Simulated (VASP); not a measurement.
Wanted: the native input for a VASP 6.6.1 run.

| Property | Result |
| --- | --- |
| Task | single point |
| Functional | LDA |
| Potentials or basis | VASP PAW LDA potentials, release 64 (Sb, In_d) |
| Cutoff | 520 eV |
| k mesh | 6 × 6 × 6 |
| Occupations | fermi-dirac, width 0.05 eV |
| Spin | no spin polarisation |
| Dipole correction | no |
| Further INCAR settings | ALGO = Normal; EDIFF = 1e-07; NBANDS = 22 |

The structure of InSb3 lies in POSCAR:

```
InSb3
1.0
    4.8063670000      0.0000000000      0.0000000000
    0.0000000000      4.8063670000      0.0000000000
    0.0000000000      0.0000000000      4.8063670000
Sb In
3 1
Direct
    0.5000000000      0.5000000000      0.0000000000
    0.0000000000      0.5000000000      0.5000000000
    0.5000000000      0.0000000000      0.5000000000
    0.0000000000      0.0000000000      0.0000000000
```

One way to write it, as run:

INCAR

```
SYSTEM = InSb3
ALGO     = Normal         ! electronic algorithm
EDIFF    = 1E-7           ! SCF threshold, eV
ENCUT    = 520            ! plane-wave cutoff, eV
ISIF     = 2              ! what is computed and relaxed
ISMEAR   = -1             ! smearing method
LASPH    = .TRUE.         ! aspherical terms in the spheres
LCHARG   = .TRUE.         ! write CHGCAR
LELF     = .TRUE.         ! ELF
LREAL    = .FALSE.        ! projectors in reciprocal space
LVHAR    = .TRUE.       
LWAVE    = .FALSE.        ! write WAVECAR
NBANDS   = 22             ! bands
NELM     = 60             ! most SCF steps
PREC     = Accurate       ! precision mode
SIGMA    = 0.05           ! smearing width, eV
```

KPOINTS

```
k-points
0
G
  6 6 6
  0 0 0
```

Potentials or basis: VASP PAW LDA potentials, release 64 (Sb, In_d).

Run with:

```console
$ cat potpaw_LDA.64/Sb/POTCAR potpaw_LDA.64/In_d/POTCAR > POTCAR
$ mpirun -np 1 vasp_std > vasp.out
```

Results of the run:

```json
{"Pressure": "-3.8 GPa", "Band gap on the k mesh": "zero (band 14 reaches 11.11 eV, above the bottom of band 15 at 6.57 eV)"}
```

Caveat: spin-orbit coupling is left out, which moves the levels of the heavy elements.

It took 78 s on 1 thread of AMD EPYC 7R13 (shared host), peak memory 0.16 GiB.
